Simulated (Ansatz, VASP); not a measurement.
**CdTe: VASP beside Ansatz**

POSCAR

```
CdTe
1.0
    0.0000000000      3.2591820774      3.2591820774
    3.2591820774      0.0000000000      3.2591820774
    3.2591820774      3.2591820774      0.0000000000
Cd Te
1 1
Direct
    0.0000000000      0.0000000000      0.0000000000
    0.2500000000      0.2500000000      0.2500000000
```

Contents of INCAR.step1:

```
SYSTEM = CdTe
PREC     = Accurate       ! precision mode
ENCUT    = 550            ! plane-wave cutoff, eV
ISMEAR   = 0              ! smearing method
SIGMA    = 0.02           ! smearing width, eV
LREAL    = .FALSE.        ! projectors in reciprocal space
LASPH    = .TRUE.         ! aspherical terms in the spheres
NELM     = 120            ! most SCF steps
NBANDS   = 16             ! bands
GGA      = PE             ! functional
ALGO     = Normal         ! electronic algorithm
EDIFF    = 1E-5           ! SCF threshold, eV
LWAVE    = .TRUE.         ! write WAVECAR
LCHARG   = .FALSE.        ! write CHGCAR
GGA_COMPAT= .FALSE.
```

The input INCAR.step2:

```
SYSTEM = CdTe
PREC     = Accurate       ! precision mode
ENCUT    = 550            ! plane-wave cutoff, eV
EDIFF    = 1E-6           ! SCF threshold, eV
ISMEAR   = 0              ! smearing method
SIGMA    = 0.02           ! smearing width, eV
LREAL    = .FALSE.        ! projectors in reciprocal space
LASPH    = .TRUE.         ! aspherical terms in the spheres
NELM     = 120            ! most SCF steps
ALGO     = Normal         ! electronic algorithm
ISIF     = 2              ! what is computed and relaxed
LWAVE    = .FALSE.        ! write WAVECAR
LCHARG   = .TRUE.         ! write CHGCAR
METAGGA  = R2SCAN         ! meta-GGA
LMIXTAU  = .TRUE.       
LUSE_VDW = .TRUE.       
IVDW_NL  = 2            
BPARAM   = 11.95        
CPARAM   = 0.0093       
LELF     = .TRUE.         ! ELF
LVHAR    = .TRUE.       
NBANDS   = 16             ! bands
ISTART   = 1            
GGA_COMPAT= .FALSE.
```

KPOINTS

```
Automatic mesh
0
G
  8 8 8
  0 0 0
```

Input for Ansatz:

```yaml
crystal:
  lattice:
    - [0.0, 3.2591820774, 3.2591820774]
    - [3.2591820774, 0.0, 3.2591820774]
    - [3.2591820774, 3.2591820774, 0.0]
  atoms:
    - { symbol: Cd, position: [0.0, 0.0, 0.0] }
    - { symbol: Te, position: [0.25, 0.25, 0.25] }
basis:
  ecutwfc: 500
kpoints:
  mp_grid: { grid: [8, 8, 8] }
  band_path:
    path:
      - [[0.0, 0.0, 0.0], [-0.5, -0.5, 0.0], [-0.375, -0.375, 0.25]]
      - [[-0.375, 0.0, 0.375], [0.0, 0.0, 0.0], [0.0, 0.0, 0.5], [-0.5, -0.25, 0.25], [-0.5, -0.5, 0.0]]
    npoints: 10
hamiltonian:
  xc: r2scan
  dispersion: rvv10
  pseudopotentials: { kind: paw, azcp: { folder: soft_1 } }
scf:
  occupations: { method: gaussian, width: 0.02 }
  n_extra_bands: 7
output:
  forces: true
  stress: true
  eigenvalues: true
```

Alike in both runs: task single point; functional r2SCAN; dispersion rVV10; k mesh 8 × 8 × 8; occupations gaussian, width 0.02 eV; no spin polarisation.

```csv
,VASP,Ansatz
version,VASP 6.6.1,Ansatz 0.2.0
potentials or method,"VASP PAW PBE potentials, release 64 (Cd, Te), cutoff 550 eV","scalar-relativistic, plane waves, PAW"
valence electrons in the cell,18,36
```

|  | VASP | Ansatz | Ansatz less VASP |
| --- | --- | --- | --- |
| gap on the k mesh at the Fermi level (eV) | 1.17 | 1.18 | +0.001 |
| least direct gap on the mesh (eV) | 1.17 | 1.18 | +0.001 |
| pressure (GPa) | 0.2 | 0.0 | -0.21 |

VASP's potentials were made for PBE, not for r2SCAN. VASP's potentials hold 18 valence electrons a cell and Ansatz's 36, so a difference there can come from the potentials and not from the codes.

Spin-orbit coupling is off throughout.
